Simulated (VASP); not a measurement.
# TaN (P6/mmm) in VASP: single point with PBE

Aim: the single point of TaN with PBE.

Everything below comes from runs of VASP 6.6.1. Logs are shortened: lines on timing, memory, paths and dates and some standing lists are left out, and cuts for length are marked.

### 1 The cell of the first run

Symmetry: P6/mmm, No. 191, hexagonal system. The conventional cell has a = 5.185 Å, b = 5.185 Å, c = 2.908 Å, α = 90.00°, β = 90.00°, γ = 120.00°. Ta (site symmetry 6/mmm) has 6 N at 2.59 Å and 14 Ta at 2.91 to 3.33 Å within 3.4 Å. Within 3.0 Å of Ta (site symmetry -6m2) lie 6 N at 2.09 Å and 5 Ta at 2.91 to 2.99 Å. N (site symmetry mmm) has 6 Ta at 2.09 to 2.59 Å and 6 N at 2.59 to 2.91 Å within 3.0 Å.

### 2 Single point, PBE, collinear spin

File INCAR:

```
  ALGO = Normal
  EDIFF = 1E-7
  ENCUT = 520
  GGA = PE
  ISIF = 2
  ISMEAR = -1
  ISPIN = 2
  LASPH = True
  LCHARG = True
  LELF = True
  LMAXMIX = 4
  LORBIT = 11
  LREAL = False
  LVHAR = True
  LWAVE = False
  MAGMOM = 2 2 2 0 0 0
  NBANDS = 37
  NELM = 150
  PREC = Accurate
  SIGMA = 0.02
```

File KPOINTS:

```
k-points
0
Gamma
  6 6 10
```

File POSCAR:

```
TaN
1.0
    5.1849992558      0.0000000000      0.0000000000
   -2.5924996279      4.4903410741      0.0000000000
    0.0000000000      0.0000000000      2.9080000000
Ta N
3 3
Direct
    0.0000000000      0.0000000000      0.0000000000
    0.3333333333      0.6666666667      0.5000000000
    0.6666666667      0.3333333333      0.5000000000
    0.5000000000      0.0000000000      0.0000000000
    0.5000000000      0.5000000000      0.0000000000
    0.0000000000      0.5000000000      0.0000000000
```

Potentials or basis: VASP PAW PBE potentials, release 64 (Ta_pv, N).

The run is started by

```console
cat potpaw_PBE.64/Ta_pv/POTCAR potpaw_PBE.64/N/POTCAR > POTCAR
mpirun -np 1 vasp_std > vasp.out
```

OUTCAR:

```text
EDIFF = 1E-7
   ENCUT = 520
   GGA = PE
   ISIF = 2
   ISMEAR = -1
   ISPIN = 2
   LASPH = True
   LORBIT = 11
   LREAL = False
   NELM = 150
   PREC = Accurate

 ion  position               nearest neighbor table
   1  0.000  0.000  0.000-   5 2.59   6 2.59   6 2.59   5 2.59   4 2.59   4 2.59   3 3.33   3 3.33
                             2 3.33   2 3.33   2 3.33   3 3.33   2 3.33   3 3.33   2 3.33   3 3.33
   2  0.333  0.667  0.500-   4 2.09   4 2.09   6 2.09   6 2.09   5 2.09   5 2.09   3 2.99   3 2.99
                             3 2.99   1 3.33   1 3.33   1 3.33   1 3.33   1 3.33   1 3.33
   3  0.667  0.333  0.500-   4 2.09   4 2.09   6 2.09   6 2.09   5 2.09   5 2.09   2 2.99   2 2.99
                             2 2.99   1 3.33   1 3.33   1 3.33   1 3.33   1 3.33   1 3.33
   4  0.500  0.000  0.000-   2 2.09   3 2.09   2 2.09   3 2.09   1 2.59   1 2.59
   5  0.500  0.500  0.000-   2 2.09   3 2.09   2 2.09   3 2.09   1 2.59   1 2.59
   6  0.000  0.500  0.000-   2 2.09   3 2.09   2 2.09   3 2.09   1 2.59   1 2.59

  LATTYP: Found a hexagonal cell.
 ALAT       =     5.1849992558
 C/A-ratio  =     0.5608486822

  Lattice vectors:

 A1 = (   5.1849992558,   0.0000000000,   0.0000000000)
 A2 = (  -2.5924996279,   4.4903410741,   0.0000000000)
 A3 = (   0.0000000000,   0.0000000000,   2.9080000000)

Analysis of symmetry for initial positions (statically):
=====================================================================
 Subroutine PRICEL returns:
 Original cell was already a primitive cell.

 Routine SETGRP: Setting up the symmetry group for a
 hexagonal supercell.

 Subroutine GETGRP returns: Found 24 space group operations
 (whereof 24 operations were pure point group operations)
 out of a pool of 24 trial point group operations.

The static configuration has the point symmetry D_6h.

Analysis of symmetry for dynamics (positions and initial velocities):
=====================================================================
 Subroutine PRICEL returns:
 Original cell was already a primitive cell.

 Routine SETGRP: Setting up the symmetry group for a
 hexagonal supercell.

 Subroutine GETGRP returns: Found 24 space group operations
 (whereof 24 operations were pure point group operations)
 out of a pool of 24 trial point group operations.

The dynamic configuration has the point symmetry D_6h.

Analysis of structural, dynamic, and magnetic symmetry:
=====================================================================
 Subroutine PRICEL returns:
 Original cell was already a primitive cell.

 Routine SETGRP: Setting up the symmetry group for a
 hexagonal supercell.

 Subroutine GETGRP returns: Found 24 space group operations
 (whereof 24 operations were pure point group operations)
 out of a pool of 24 trial point group operations.

The overall configuration has the point symmetry D_6h.

 Subroutine INISYM returns: Found 24 space group operations
 (whereof 24 operations are pure point group operations),
 and found     1 'primitive' translations

----------------------------------------------------------------------------------------

                                     Primitive cell

  volume of cell :      67.7053

  direct lattice vectors                    reciprocal lattice vectors
     5.184999256  0.000000000  0.000000000     0.192864059  0.111350116  0.000000000
    -2.592499628  4.490341074  0.000000000     0.000000000  0.222700232  0.000000000
     0.000000000  0.000000000  2.908000000     0.000000000  0.000000000  0.343878955

  length of vectors
     5.184999256  5.184999256  2.908000000     0.222700232  0.222700232  0.343878955

  position of ions in fractional coordinates (direct lattice)
     0.000000000  0.000000000  0.000000000
     0.333333333  0.666666667  0.500000000
     0.666666667  0.333333333  0.500000000
     0.500000000  0.000000000  0.000000000
     0.500000000  0.500000000  0.000000000
     0.000000000  0.500000000  0.000000000

  ion indices of the primitive-cell ions
   primitive index   ion index
                 1           1
                 2           2
                 3           3
[... 37 lines left out ...]
  0.333333  0.166667  0.000000     12.000000
[... 16 lines left out ...]
  0.166667 -0.000000  0.300000     12.000000
  0.333333 -0.000000  0.300000     12.000000
 [... further k-points ...]
   k-points           NKPTS =     42   k-points in BZ     NKDIM =     42   number of bands    NBANDS=     37
   number of dos      NEDOS =    301   number of ions     NIONS =      6
   total plane-waves  NPLWV =  38400
   dimension x,y,z NGX =    40 NGY =   40 NGZ =   24
   dimension x,y,z NGXF=    80 NGYF=   80 NGZF=   48
   ions per type =               3   3
   NGX,Y,Z   is equivalent  to a cutoff of  12.83, 12.83, 13.72 a.u.
   NGXF,Y,Z  is equivalent  to a cutoff of  25.65, 25.65, 27.44 a.u.
 SYSTEM =  unknown system
   PREC   = accura    normal or accurate (medium, high low for compatibility)
   ISTART =      0    job   : 0-new  1-cont  2-samecut
   ICHARG =      2    charge: 1-file 2-atom 10-const
   ISPIN  =      2    spin polarized calculation?
   LNONCOLLINEAR =      F non collinear calculations
   LSORBIT =      F    spin-orbit coupling
   LASPH  =      T    aspherical Exc in radial PAW
   ENCUT  =  520.0 eV  38.22 Ry    6.18 a.u.   9.64  9.64  5.41*2*pi/ulx,y,z
   NELM   =    150;   NELMIN=  2; NELMDL= -5     # of ELM steps
   EDIFF  = 0.1E-06   stopping-criterion for ELM
   LREAL  =      F    real-space projection
   EDIFFG = 0.1E-05   stopping-criterion for IOM
   NSW    =      0    number of steps for IOM
   IBRION =     -1    ionic relax: 0-MD 1-quasi-New 2-CG
   NFREE  =      0    steps in history (QN), initial steepest desc. (CG)
   ISIF   =      2    stress and relaxation
   ISYM   =      2    0-nonsym 1-usesym 2-fastsym
   POTIM  = 0.5000    time-step for ionic-motion
   TEBEG  =    0.0;   TEEND  =   0.0 temperature during run
   PSTRESS=    0.0 pullay stress
   NELECT =      48.0000    total number of electrons
   NUPDOWN=      -1.0000    fix difference up-down
   EMIN   =  10.00;   EMAX   =-10.00  energy-range for DOS
   EFERMI =   0.00;   METHOD = LEGACY
   ISMEAR =    -1;   SIGMA  =   0.02  broadening in eV -4-tet -1-fermi 0-gaus
   EFERMI_NEDOS =   21; number of points for ismear=-14 and -15
   IALGO  =     38    algorithm
   IMIX   =      4    mixing-type and parameters
     AMIX     =   0.40;   BMIX     =  1.00
     AMIX_MAG =   1.60;   BMIX_MAG =  1.00
  volume/ion in A,a.u.               =      11.28        76.15
  Fermi-wavevector in a.u.,A,eV,Ry     =   1.459759  2.758544 28.992597  2.130896
  Thomas-Fermi vector in A             =   2.576288
   LORBIT       =     11    0 simple, 1 ext, 2 COOP (PROOUT), +10 PAW based schemes
   GGA     = PE    functional components
   LHFCALC =     F    Hartree Fock is set to
   AEXX    =    0.0000 exact exchange contribution
   IVDW    =     0    specifies the selected vdW correction
   LEPSILON=     F    determine dielectric tensor
   LRPA    =     F    only Hartree local field effects (RPA)
 spin polarized calculation
  energy-cutoff  :      520.00
  volume of cell :       67.71
 maximum number of plane-waves:      1858
 NGX is ok and might be reduce to    40
   NGX = 19   NGY = 19   NGZ = 11

 number of electron      47.9999998 magnetization      -0.0000285

 number of electron      47.9999998 magnetization       0.0000045

 Free energy of the ion-electron system (eV)
  ---------------------------------------------------
  ext. energy  EPLUGINS =         0.00000000
  ---------------------------------------------------
  free energy    TOTEN  =       -64.69761334 eV

  energy without entropy =      -64.69652745  energy(sigma->0) =      -64.69707039

 E-fermi :   8.0790     XC(G=0): -13.0559

 val. band max:        7.9803139058   @ k =   0.1667  -0.0000   0.2000
 cond. band min:       8.0972112524   @ k =   0.3333  -0.0000   0.2000
 fundamental gap:      0.1168973465
 Fermi energy:         8.0790199401

 spin component 1

 k-point     1 :       0.0000    0.0000    0.0000
  band No.  band energies     occupation
      1     -27.9880      1.00000
      2     -27.9880      1.00000
      3     -27.5971      1.00000
      4     -27.5971      1.00000
      5     -27.3718      1.00000
      6     -27.2653      1.00000
[... 925 lines left out ...]
     35      14.1280      0.00000
     36      14.4210      0.00000

 [... further k-points ...]

 spin component 2

 k-point     1 :       0.0000    0.0000    0.0000
  band No.  band energies     occupation
      1     -27.9880      1.00000
      2     -27.9880      1.00000
      3     -27.5972      1.00000
      4     -27.5972      1.00000
      5     -27.3718      1.00000
      6     -27.2654      1.00000
[... 925 lines left out ...]
     35      14.1280      0.00000
     36      14.4210      0.00000

 [... further k-points ...]

 [bands above 36 left out]

------------------------ aborting loop because EDIFF is reached ----------------------------------------

  FORCE on cell =-STRESS in cart. coord.  units (eV):
  Direction    XX          YY          ZZ          XY          YZ          ZX
  --------------------------------------------------------------------------------------
  -------------------------------------------------------------------------------------
  Total        4.4660702      4.4660702      5.1818480      0.0000000      0.0000000      0.0000000
  in kB      105.6850852    105.6850852    122.6232504      0.0000000      0.0000000      0.0000000
  external PRESSURE =     111.3311403 kB  Pullay stress =       0.0000000 kB

 VOLUME and BASIS-vectors are now :
 -----------------------------------------------------------------------------
  energy-cutoff  :      520.00
  volume of cell :       67.71
      direct lattice vectors                 reciprocal lattice vectors
     5.184999256  0.000000000  0.000000000     0.192864059  0.111350116  0.000000000
    -2.592499628  4.490341074  0.000000000     0.000000000  0.222700232  0.000000000
     0.000000000  0.000000000  2.908000000     0.000000000  0.000000000  0.343878955

 POSITION                                       TOTAL-FORCE (eV/Angst)
 -----------------------------------------------------------------------------------
      0.00000      0.00000      0.00000        -0.000000      0.000000     -0.000000
     -0.00000      2.99356      1.45400        -0.000000     -0.000000      0.000000
      2.59250      1.49678      1.45400         0.000000      0.000000     -0.000000
      2.59250      0.00000      0.00000        -0.000000      0.000000     -0.000000
      1.29625      2.24517      0.00000        -0.000000      0.000000     -0.000000
     -1.29625      2.24517      0.00000        -0.000000      0.000000     -0.000000
 -----------------------------------------------------------------------------------
    total drift:                               -0.000000      0.000000     -0.000000

  FREE ENERGIE OF THE ION-ELECTRON SYSTEM (eV)
  ---------------------------------------------------
  free  energy   TOTEN  =       -64.6976133368 eV

  energy  without entropy=      -64.6965274474  energy(sigma->0) =      -64.69707039

 total charge

# of ion       s       p       d       tot
------------------------------------------
    1        0.269   6.114   2.256   8.639
    2        0.324   6.312   2.423   9.060
    3        0.324   6.312   2.423   9.060
    4        1.251   2.565   0.000   3.816
    5        1.251   2.565   0.000   3.816
    6        1.251   2.565   0.000   3.816
--------------------------------------------------
tot          4.671  26.433   7.103  38.206

 magnetization (x)

# of ion       s       p       d       tot
------------------------------------------
    1       -0.000   0.000  -0.000  -0.000
    2        0.000   0.000  -0.000  -0.000
    3        0.000   0.000  -0.000  -0.000
    4       -0.000   0.000   0.000   0.000
    5       -0.000   0.000   0.000   0.000
    6       -0.000   0.000   0.000   0.000
--------------------------------------------------
tot         -0.000   0.000  -0.000  -0.000
```

Wall time 4.6 min (1 thread of Intel Xeon 8259CL, shared host); peak memory 0.32 GiB.

What came out:

```yaml
Free_energy: -64.6976 eV
Pressure: 11.1 GPa
Band_gap_on_the_k_mesh: zero (filled and empty bands overlap)
Net_moment: 0.00 μB per cell
Valence_electrons_inside_the_program's_atomic_spheres: Ta 8.64, 9.06 (each value once); N 3.82
```

Caveat: the cell stands under pressure; spin-orbit coupling is left out, which moves the levels of the heavy elements.
